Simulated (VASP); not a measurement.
Set up this calculation in VASP 6.6.1, as the native input.

```
Task                   : single point
Functional             : PBE
Potentials or basis    : VASP PAW PBE potentials, release 64 (Si, Hf_pv)
Cutoff                 : 400 eV
k mesh                 : 1 × 1 × 1, shifted
Occupations            : fermi-dirac, width 0.1853 eV
Spin                   : no spin polarisation
Dipole correction      : no
Mended                 : yes
Further INCAR settings : LREAL = Auto; ALGO = Normal; EDIFF = 1e-06; NBANDS = 99; ISYM = -1
```

The structure of Hf11Si13 lies in POSCAR:

```
Hf11Si13
1.0
    7.7410930000     -0.0769270000      0.2103670000
   -0.0769270000      7.9026600000      0.0117030000
    0.2103670000      0.0117030000      7.8669780000
Si Hf
13 11
Direct
    0.6023295794      1.0595435876      0.7666136723
    0.9760956566      0.3375206831      0.2130999579
    0.7615140386      0.9345479544      0.5525295179
    0.1090504583      0.5264268010      0.6255576931
    0.7100234978      0.9611211148      0.1127564468
    0.8029287367      0.5883252453      0.7847146795
    0.6540148403      0.3404549080      0.6230895162
    0.3104745190      0.2261636596      0.2809849746
    1.0722373159      0.3919775373      0.9109455167
    0.5884106723      0.6041138013      0.1588220875
    0.9346727190      0.1778906965      0.6014591434
    1.0045741022      0.0626821196      0.9396216935
    0.5092421885      0.5229368645      0.4751117034
    0.4548562916      0.8585291146      0.4510841241
    0.3142522094      0.2523210545      0.6997329587
    0.8876520125      0.7131628239      0.0621280706
    0.0355742604      0.9750956333      0.3206326248
    0.2400541384      0.5353257039      0.3223632524
    0.1063787816      0.8424004679      0.7221156335
    0.8399600991      0.6267315101      0.4216504069
    0.3440093387      0.0034848173      0.0113030702
    0.6008341567      0.2596113375      0.3248087245
    0.4376556240      0.6508909155      0.7580903776
    0.6072766172      0.3482979048      0.9655684698
```

These files were run (other wordings do the same):

INCAR

```
PREC = Accurate ; ENCUT = 400
EDIFF = 1E-6 ; ISMEAR = -1
SIGMA = 0.1853 ; LREAL = Auto
LASPH = True ; NELM = 120
ALGO = Normal ; ISIF = 2
LWAVE = False ; LCHARG = False
GGA = PE ; ISYM = -1
NBANDS = 99 ; GGA_COMPAT = False
```

KPOINTS

```
explicit points
1
Reciprocal
  0.25000000   0.25000000   0.25000000 1
```

Potentials or basis: VASP PAW PBE potentials, release 64 (Si, Hf_pv).

Launch:

```bash
$ cat potpaw_PBE.64/Si/POTCAR potpaw_PBE.64/Hf_pv/POTCAR > POTCAR
$ mpirun -np 1 vasp_std > vasp.out
```

Results of the run:

* Pressure: -1.1 GPa
* Largest force: 5.152 eV/Å

Caveat: the atoms stand as in a frame of molecular dynamics.

Wall time 86 s on 1 thread of Intel(R) Xeon(R) Platinum 8375C CPU @ 2.90GHz (Ice Lake) (shared host), peak memory 0.37 GiB.
